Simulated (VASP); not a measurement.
# InP in VASP: further runs

Aim: see how the results for InP move with the level of theory and the settings. Levels: PBE, r2SCAN. Tasks: single point.

Everything below comes from runs of VASP 6.6.1. Logs are shortened: lines on timing, memory, paths and dates and some standing lists are left out, and cuts for length are marked.

## (1) The cell of the first run

Symmetry: F-43m, No. 216, cubic system. Conventional cell: a = 5.746 Å, b = 5.746 Å, c = 5.746 Å, α = 90.00°, β = 90.00°, γ = 90.00°. Within 3.3 Å of In (site symmetry -43m) lie 4 P at 2.49 Å. P (site symmetry -43m) has 4 In at 2.49 Å within 3.3 Å.

## (2) Single point, PBE (strain -2.7%)

File INCAR:

```
ALGO = Normal ; EDIFF = 1E-6
ENCUT = 520 ; GGA = PE
ISIF = 2 ; ISMEAR = -1
LASPH = True ; LCHARG = False
LREAL = False ; LWAVE = False
NBANDS = 16 ; NELM = 60
PREC = Accurate ; SIGMA = 0.02
```

File KPOINTS:

```
k-points
0
Gamma
  8 8 8
```

File POSCAR:

```
InP
1.0
    0.0000000000      2.8728788579      2.8728788579
    2.8728788579      0.0000000000      2.8728788579
    2.8728788579      2.8728788579      0.0000000000
In P
1 1
Direct
    0.0000000000      0.0000000000      0.0000000000
    0.2500000000      0.2500000000      0.2500000000
```

Potentials or basis: VASP PAW PBE potentials, release 64 (In_d, P).

Launch:

```bash
$ cat potpaw_PBE.64/In_d/POTCAR potpaw_PBE.64/P/POTCAR > POTCAR
$ mpirun -np 1 vasp_std > vasp.out
```

OUTCAR:

```text
EDIFF = 1E-6
   ENCUT = 520
   GGA = PE
   ISIF = 2
   ISMEAR = -1
   LASPH = True
   LREAL = False
   NELM = 60
   PREC = Accurate

 ion  position               nearest neighbor table
   1  0.000  0.000  0.000-   2 2.49   2 2.49   2 2.49   2 2.49
   2  0.250  0.250  0.250-   1 2.49   1 2.49   1 2.49   1 2.49

  LATTYP: Found a face centered cubic cell.
 ALAT       =     5.7457577158

  Lattice vectors:

 A1 = (   0.0000000000,   2.8728788579,   2.8728788579)
 A2 = (   2.8728788579,   0.0000000000,   2.8728788579)
 A3 = (   2.8728788579,   2.8728788579,   0.0000000000)

Analysis of symmetry for initial positions (statically):
=====================================================================
 Subroutine PRICEL returns:
 Original cell was already a primitive cell.

 Routine SETGRP: Setting up the symmetry group for a
 face centered cubic supercell.

 Subroutine GETGRP returns: Found 24 space group operations
 (whereof 24 operations were pure point group operations)
 out of a pool of 48 trial point group operations.

The static configuration has the point symmetry T_d .

Analysis of symmetry for dynamics (positions and initial velocities):
=====================================================================
 Subroutine PRICEL returns:
 Original cell was already a primitive cell.

 Routine SETGRP: Setting up the symmetry group for a
 face centered cubic supercell.

 Subroutine GETGRP returns: Found 24 space group operations
 (whereof 24 operations were pure point group operations)
 out of a pool of 48 trial point group operations.

The dynamic configuration has the point symmetry T_d .

 Subroutine INISYM returns: Found 24 space group operations
 (whereof 24 operations are pure point group operations),
 and found     1 'primitive' translations

----------------------------------------------------------------------------------------

                                     Primitive cell

  volume of cell :      47.4222

  direct lattice vectors                    reciprocal lattice vectors
     0.000000000  2.872878858  2.872878858    -0.174041449  0.174041449  0.174041449
     2.872878858  0.000000000  2.872878858     0.174041449 -0.174041449  0.174041449
     2.872878858  2.872878858  0.000000000     0.174041449  0.174041449 -0.174041449

  length of vectors
     4.062864244  4.062864244  4.062864244     0.301448633  0.301448633  0.301448633

  position of ions in fractional coordinates (direct lattice)
     0.000000000  0.000000000  0.000000000
     0.250000000  0.250000000  0.250000000

  ion indices of the primitive-cell ions
   primitive index   ion index
                 1           1
                 2           2

----------------------------------------------------------------------------------------

 KPOINTS: k-points

Automatic generation of k-mesh.
 Grid dimensions read from file:
 generate k-points for:    8    8    8

 Generating k-lattice:

  Cartesian coordinates                     Fractional coordinates (reciprocal lattice)
    -0.021755181  0.021755181  0.021755181     0.125000000  0.000000000  0.000000000
     0.021755181 -0.021755181  0.021755181     0.000000000  0.125000000  0.000000000
     0.021755181  0.021755181 -0.021755181     0.000000000  0.000000000  0.125000000

  Length of vectors
     0.037681079  0.037681079  0.037681079

  Shift w.r.t. Gamma in fractional coordinates (k-lattice)
     0.000000000  0.000000000  0.000000000

 Subroutine IBZKPT returns following result:
 ===========================================

 Found     29 irreducible k-points:

 Following reciprocal coordinates:
            Coordinates               Weight
  0.000000  0.000000  0.000000      1.000000
  0.125000  0.000000  0.000000      8.000000
  0.250000  0.000000  0.000000      8.000000
  0.375000  0.000000  0.000000      8.000000
  0.500000  0.000000  0.000000      4.000000
  0.125000  0.125000  0.000000      6.000000
[... 16 lines left out ...]
  0.500000  0.250000  0.125000     48.000000
 -0.375000  0.250000  0.125000     24.000000
 [... further k-points ...]
   k-points           NKPTS =     29   k-points in BZ     NKDIM =     29   number of bands    NBANDS=     16
   number of dos      NEDOS =    301   number of ions     NIONS =      2
   total plane-waves  NPLWV =  27000
   dimension x,y,z NGX =    30 NGY =   30 NGZ =   30
   dimension x,y,z NGXF=    60 NGYF=   60 NGZF=   60
   ions per type =               1   1
   NGX,Y,Z   is equivalent  to a cutoff of  12.28, 12.28, 12.28 a.u.
   NGXF,Y,Z  is equivalent  to a cutoff of  24.55, 24.55, 24.55 a.u.
 SYSTEM =  unknown system
   PREC   = accura    normal or accurate (medium, high low for compatibility)
   ISTART =      0    job   : 0-new  1-cont  2-samecut
   ICHARG =      2    charge: 1-file 2-atom 10-const
   ISPIN  =      1    spin polarized calculation?
   LNONCOLLINEAR =      F non collinear calculations
   LSORBIT =      F    spin-orbit coupling
   LASPH  =      T    aspherical Exc in radial PAW
   ENCUT  =  520.0 eV  38.22 Ry    6.18 a.u.   7.55  7.55  7.55*2*pi/ulx,y,z
   NELM   =     60;   NELMIN=  2; NELMDL= -5     # of ELM steps
   EDIFF  = 0.1E-05   stopping-criterion for ELM
   LREAL  =      F    real-space projection
   EDIFFG = 0.1E-04   stopping-criterion for IOM
   NSW    =      0    number of steps for IOM
   IBRION =     -1    ionic relax: 0-MD 1-quasi-New 2-CG
   NFREE  =      0    steps in history (QN), initial steepest desc. (CG)
   ISIF   =      2    stress and relaxation
   ISYM   =      2    0-nonsym 1-usesym 2-fastsym
   POTIM  = 0.5000    time-step for ionic-motion
   TEBEG  =    0.0;   TEEND  =   0.0 temperature during run
   PSTRESS=    0.0 pullay stress
   NELECT =      18.0000    total number of electrons
   NUPDOWN=      -1.0000    fix difference up-down
   EMIN   =  10.00;   EMAX   =-10.00  energy-range for DOS
   EFERMI =   0.00;   METHOD = LEGACY
   ISMEAR =    -1;   SIGMA  =   0.02  broadening in eV -4-tet -1-fermi 0-gaus
   EFERMI_NEDOS =   21; number of points for ismear=-14 and -15
   IALGO  =     38    algorithm
   IMIX   =      4    mixing-type and parameters
     AMIX     =   0.40;   BMIX     =  1.00
     AMIX_MAG =   1.60;   BMIX_MAG =  1.00
  volume/ion in A,a.u.               =      23.71       160.01
  Fermi-wavevector in a.u.,A,eV,Ry     =   1.185327  2.239944 19.116202  1.405001
  Thomas-Fermi vector in A             =   2.321523
   LORBIT       =      0    0 simple, 1 ext, 2 COOP (PROOUT), +10 PAW based schemes
   GGA     = PE    functional components
[... 5 lines left out ...]
 non-spin polarized calculation
  energy-cutoff  :      520.00
  volume of cell :       47.42
 maximum number of plane-waves:      1303
   NGX = 15   NGY = 15   NGZ = 15

 number of electron      18.0000000 magnetization

 Free energy of the ion-electron system (eV)
  ---------------------------------------------------
  ext. energy  EPLUGINS =         0.00000000
  ---------------------------------------------------
  free energy    TOTEN  =        -8.27688892 eV

  energy without entropy =       -8.27688892  energy(sigma->0) =       -8.27688892

 E-fermi :   6.3367     XC(G=0):  -9.5503

 val. band max:        5.8654168306   @ k =   0.0000   0.0000   0.0000
 cond. band min:       6.9002805900   @ k =   0.0000   0.0000   0.0000
 fundamental gap:      1.0348637594
 Fermi energy:         6.3367495817

 k-point     1 :       0.0000    0.0000    0.0000
  band No.  band energies     occupation
      1      -8.4563      2.00000
      2      -8.4563      2.00000
      3      -8.4563      2.00000
      4      -8.2719      2.00000
      5      -8.2719      2.00000
      6      -6.0786      2.00000
[... 8 lines left out ...]
     15      15.4062      0.00000
     16      15.4062      0.00000

 k-point     2 :       0.1250    0.0000    0.0000
  band No.  band energies     occupation
      1      -8.4813      2.00000
      2      -8.4472      2.00000
      3      -8.4472      2.00000
      4      -8.2718      2.00000
      5      -8.2718      2.00000
      6      -5.8818      2.00000
[... 8 lines left out ...]
     15      14.7301      0.00000
     16      15.5010      0.00000

 k-point     3 :       0.2500    0.0000    0.0000
  band No.  band energies     occupation
      1      -8.5368      2.00000
      2      -8.4279      2.00000
      3      -8.4279      2.00000
      4      -8.2688      2.00000
      5      -8.2688      2.00000
      6      -5.3318      2.00000
[... 8 lines left out ...]
     15      14.5038      0.00000
     16      15.1299      0.00000

 k-point     4 :       0.3750    0.0000    0.0000
  band No.  band energies     occupation
      1      -8.5874      2.00000
      2      -8.4134      2.00000
      3      -8.4134      2.00000
      4      -8.2604      2.00000
      5      -8.2604      2.00000
      6      -4.5855      2.00000
[... 8 lines left out ...]
     15      15.4926      0.00000
     16      15.4926      0.00000

 k-point     5 :       0.5000    0.0000    0.0000
  band No.  band energies     occupation
      1      -8.6073      2.00000
      2      -8.4091      2.00000
      3      -8.4091      2.00000
      4      -8.2551      2.00000
      5      -8.2551      2.00000
      6      -4.1466      2.00000
[... 8 lines left out ...]
     15      16.6456      0.00000
     16      16.6456      0.00000

 k-point     6 :       0.1250    0.1250    0.0000
  band No.  band energies     occupation
      1      -8.4984      2.00000
      2      -8.4384      2.00000
      3      -8.4384      2.00000
      4      -8.2796      2.00000
      5      -8.2656      2.00000
      6      -5.8174      2.00000
[... 8 lines left out ...]
     15      15.5418      0.00000
     16      15.9791      0.00000
[... 267 lines left out ...]
 k-point    21 :       0.5000    0.5000    0.0000
  band No.  band energies     occupation
      1      -8.6829      2.00000
      2      -8.3380      2.00000
      3      -8.3279      2.00000
      4      -8.3279      2.00000
      5      -8.2286      2.00000
      6      -3.4246      2.00000
[... 8 lines left out ...]
     15      16.6551      0.00000
     16      17.8748      0.00000

 k-point    22 :       0.3750    0.2500    0.1250
  band No.  band energies     occupation
      1      -8.5825      2.00000
      2      -8.4044      2.00000
      3      -8.3965      2.00000
      4      -8.2916      2.00000
      5      -8.2533      2.00000
      6      -4.8767      2.00000
[... 8 lines left out ...]
     15      16.2185      0.00000
     16      17.8352      0.00000

 k-point    23 :       0.5000    0.2500    0.1250
  band No.  band energies     occupation
      1      -8.6117      2.00000
      2      -8.3979      2.00000
      3      -8.3788      2.00000
      4      -8.2868      2.00000
      5      -8.2529      2.00000
      6      -4.1902      2.00000
[... 8 lines left out ...]
     15      16.9839      0.00000
     16      17.4450      0.00000

 k-point    24 :      -0.3750    0.2500    0.1250
  band No.  band energies     occupation
      1      -8.6223      2.00000
      2      -8.3972      2.00000
      3      -8.3727      2.00000
      4      -8.2793      2.00000
      5      -8.2560      2.00000
      6      -3.7953      2.00000
[... 8 lines left out ...]
     15      16.7243      0.00000
     16      17.4329      0.00000

 [... further k-points ...]

------------------------ aborting loop because EDIFF is reached ----------------------------------------

  FORCE on cell =-STRESS in cart. coord.  units (eV):
  Direction    XX          YY          ZZ          XY          YZ          ZX
  --------------------------------------------------------------------------------------
  -------------------------------------------------------------------------------------
  Total        2.4624561      2.4624561      2.4624561     -0.0000000      0.0000000      0.0000000
  in kB       83.1949852     83.1949852     83.1949852     -0.0000000      0.0000000      0.0000000
  external PRESSURE =      83.1949852 kB  Pullay stress =       0.0000000 kB

 VOLUME and BASIS-vectors are now :
 -----------------------------------------------------------------------------
  energy-cutoff  :      520.00
  volume of cell :       47.42
      direct lattice vectors                 reciprocal lattice vectors
     0.000000000  2.872878858  2.872878858    -0.174041449  0.174041449  0.174041449
     2.872878858  0.000000000  2.872878858     0.174041449 -0.174041449  0.174041449
     2.872878858  2.872878858  0.000000000     0.174041449  0.174041449 -0.174041449

 POSITION                                       TOTAL-FORCE (eV/Angst)
 -----------------------------------------------------------------------------------
      0.00000      0.00000      0.00000        -0.000000     -0.000000     -0.000000
      1.43644      1.43644      1.43644         0.000000      0.000000      0.000000
 -----------------------------------------------------------------------------------
    total drift:                               -0.000000     -0.000000     -0.000000

  FREE ENERGIE OF THE ION-ELECTRON SYSTEM (eV)
  ---------------------------------------------------
  free  energy   TOTEN  =        -8.2768889165 eV

  energy  without entropy=       -8.2768889165  energy(sigma->0) =       -8.27688892
```

Run time: 20 s. Hardware: 1 thread of Intel Xeon Platinum 8488C (Sapphire Rapids), shared host; peak memory 0.17 GiB.

What came out:

```
Free energy            : -8.2769 eV
Pressure               : 8.3 GPa
Band gap on the k mesh : 1.03 eV, direct
```

Caveat: the cell differs from its parent crystal (strain -2.7%); spin-orbit coupling is left out, which moves the levels of the heavy elements.

## (3) Single point, r2SCAN (strain -2.7%)

POSCAR is that of step 2.

File INCAR.step1:

```
SYSTEM = InP
PREC     = Accurate       ! precision mode
ENCUT    = 520            ! plane-wave cutoff, eV
ISMEAR   = 0              ! smearing method
SIGMA    = 0.01           ! smearing width, eV
LREAL    = .FALSE.        ! projectors in reciprocal space
LASPH    = .TRUE.         ! aspherical terms in the spheres
NELM     = 60             ! most SCF steps
NBANDS   = 16             ! bands
GGA      = PE             ! functional
ALGO     = Normal         ! electronic algorithm
EDIFF    = 1E-4           ! SCF threshold, eV
LWAVE    = .TRUE.         ! write WAVECAR
LCHARG   = .FALSE.        ! write CHGCAR
```

File INCAR.step2:

```
SYSTEM = InP
PREC     = Accurate       ! precision mode
ENCUT    = 520            ! plane-wave cutoff, eV
EDIFF    = 1E-6           ! SCF threshold, eV
ISMEAR   = 0              ! smearing method
SIGMA    = 0.01           ! smearing width, eV
LREAL    = .FALSE.        ! projectors in reciprocal space
LASPH    = .TRUE.         ! aspherical terms in the spheres
NELM     = 60             ! most SCF steps
ALGO     = Normal         ! electronic algorithm
ISIF     = 2              ! what is computed and relaxed
LWAVE    = .FALSE.        ! write WAVECAR
LCHARG   = .FALSE.        ! write CHGCAR
METAGGA  = R2SCAN         ! meta-GGA
LMIXTAU  = .TRUE.       
NBANDS   = 16             ! bands
ISTART   = 1
```

File KPOINTS:

```
Automatic mesh
0
G
  8 8 8
  0 0 0
```

Potentials or basis: VASP PAW PBE potentials, release 64 (In_d, P).

Launch:

```bash
$ cat potpaw_PBE.64/In_d/POTCAR potpaw_PBE.64/P/POTCAR > POTCAR
$ cp INCAR.step1 INCAR
$ mpirun -np 1 vasp_std > vasp.out
$ cp INCAR.step2 INCAR
$ mpirun -np 1 vasp_std > vasp.out
```

Wall time 58 s (1 thread of Intel Xeon Platinum 8488C (Sapphire Rapids), shared host); peak memory 0.17 GiB.

Results (log left out):

```
Free energy            : -32.2180 eV
Pressure               : 6.7 GPa
Band gap on the k mesh : 1.52 eV, direct
```

Levels at points of the mesh, in eV from the valence-band top:
```tsv
k point	band 6	band 7	band 8	band 9	band 10	band 11	band 12	band 13
(0.00, 0.00, 0.00)	-12.44	0.00	0.00	0.00	1.52	4.43	4.43	4.43
(0.50, 0.00, 0.00)	-10.42	-6.23	-1.10	-1.10	2.02	5.16	5.16	7.67
(0.50, 0.50, 0.00)	-9.67	-6.16	-2.63	-2.63	1.90	2.54	10.31	10.73
```

Caveat: the cell differs from its parent crystal (strain -2.7%); the PAW data sets were made with another functional, which shifts forces and pressure a little; spin-orbit coupling is left out, which moves the levels of the heavy elements. A k mesh can miss the band edges.

## (4) Single point, PBE (uniaxial z strain -1.2%)

File INCAR:

```
SYSTEM = InP
PREC     = Accurate       ! precision mode
ENCUT    = 520            ! plane-wave cutoff, eV
EDIFF    = 1E-6           ! SCF threshold, eV
ISMEAR   = -1             ! smearing method
SIGMA    = 0.02           ! smearing width, eV
LREAL    = .False.        ! projectors in reciprocal space
LASPH    = .True.         ! aspherical terms in the spheres
NELM     = 80             ! most SCF steps
ALGO     = Normal         ! electronic algorithm
ISIF     = 2              ! what is computed and relaxed
LWAVE    = .False.        ! write WAVECAR
LCHARG   = .False.        ! write CHGCAR
GGA      = PE             ! functional
NBANDS   = 16             ! bands
```

File KPOINTS:

```
regular mesh
0
Gamma
  8 8 8
  0 0 0
```

File POSCAR:

```
InP
1.0
    0.0000000000      2.9538133435      2.9192537274
    2.9538133435      0.0000000000      2.9192537274
    2.9538133435      2.9538133435      0.0000000000
In P
1 1
Direct
    0.0000000000      0.0000000000      0.0000000000
    0.2500000000      0.2500000000      0.2500000000
```

Launch:

```bash
$ cat potpaw_PBE.64/In_d/POTCAR potpaw_PBE.64/P/POTCAR > POTCAR
$ mpirun -np 1 vasp_std > vasp.out
```

It took 29 s on 1 thread of Intel Xeon Platinum 8488C (Sapphire Rapids), shared host; peak memory 0.2 GiB.

It converged, with:

```yaml
Free_energy: -8.3911 eV
Pressure: 2.4 GPa
Band_gap_on_the_k_mesh: 0.61 eV, direct
```

Stress tensor (GPa, compression positive):
```
2.25 0.00 0.00
0.00 2.25 0.00
0.00 0.00 2.71
```

Levels at points of the mesh, in eV from the valence-band top:
```
           k point  band 5  band 6  band 7  band 8  band 9  band 10  band 11  band 12  band 13  band 14
(0.00, 0.00, 0.00)  -14.05  -11.47   -0.05   -0.05    0.00     0.61     4.05     4.06     4.06     8.49
(0.50, 0.00, 0.00)  -14.04   -9.79   -5.70   -1.03   -0.95     1.43     4.74     4.82     7.04     9.39
(0.50, 0.50, 0.00)  -14.02   -9.12   -5.68   -2.36   -2.36     1.71     2.16     9.18     9.47     9.47
(0.50, 0.00, 0.50)  -14.02   -9.16   -5.76   -2.30   -2.29     1.77     2.27     9.06     9.44     9.51
```

Caveat: the cell differs from its parent crystal (uniaxial z strain -1.2%); spin-orbit coupling is left out, which moves the levels of the heavy elements.

## (5) Single point, r2SCAN (uniaxial z strain -1.2%)

POSCAR is that of step 4.

INCAR.step1 is that of step 3.

INCAR.step2 is that of step 3.

File KPOINTS:

```
regular mesh
0
G
  8 8 8
  0 0 0
```

Launch:

```bash
$ cat potpaw_PBE.64/In_d/POTCAR potpaw_PBE.64/P/POTCAR > POTCAR
$ cp INCAR.step1 INCAR
$ mpirun -np 1 vasp_std > vasp.out
$ cp INCAR.step2 INCAR
$ mpirun -np 1 vasp_std > vasp.out
```

It took 95 s on 1 thread of Intel Xeon Platinum 8488C (Sapphire Rapids), shared host; peak memory 0.21 GiB.

Results (log left out):

```
Free energy            : -32.2955 eV
Pressure               : 0.7 GPa
Band gap on the k mesh : 1.06 eV, direct
```

Stress tensor (GPa, compression positive):
```
0.52 0.00 0.00
0.00 0.52 0.00
0.00 0.00 1.03
```

Levels at points of the mesh, in eV from the valence-band top:
```tsv
k point	band 6	band 7	band 8	band 9	band 10	band 11	band 12	band 13
(0.00, 0.00, 0.00)	-11.95	-0.06	-0.06	0.00	1.06	4.39	4.41	4.41
(0.50, 0.00, 0.00)	-10.19	-5.85	-1.07	-0.99	1.79	5.08	5.17	7.49
(0.50, 0.50, 0.00)	-9.49	-5.81	-2.45	-2.45	1.94	2.44	9.85	10.19
(0.50, 0.00, 0.50)	-9.54	-5.89	-2.39	-2.38	2.01	2.55	9.73	10.16
```

Caveat: the cell differs from its parent crystal (uniaxial z strain -1.2%); the PAW data sets were made with another functional, which shifts forces and pressure a little; spin-orbit coupling is left out, which moves the levels of the heavy elements.

## (6) The runs side by side

| level | cell | smearing | gap on the mesh (eV) | pressure (GPa) |
| --- | --- | --- | --- | --- |
| PBE | a = 4.063 Å, angles 60.0°, 2 atoms | fermi-dirac 0.02 eV | 1.03 | 8.3 |
| r2SCAN | a = 4.063 Å, angles 60.0°, 2 atoms | gaussian 0.01 eV | 1.52 | 6.7 |
| PBE | a = 4.153, b = 4.153, c = 4.177 Å, angles 59.8, 59.8, 60.4°, 2 atoms | fermi-dirac 0.02 eV | 0.61 | 2.4 |
| r2SCAN | a = 4.153, b = 4.153, c = 4.177 Å, angles 59.8, 59.8, 60.4°, 2 atoms | gaussian 0.01 eV | 1.06 | 0.7 |

Alike in all rows: task single point; potentials or basis VASP PAW PBE potentials, release 64 (In_d, P); no spin polarisation; k mesh 8 × 8 × 8; cutoff (eV) 520.

Caveats: spin-orbit coupling is left out, which moves the levels of the heavy elements; the PAW data sets were made with another functional, which shifts forces and pressure a little (some runs).

Absolute energies hang on the potentials; compare differences alone.
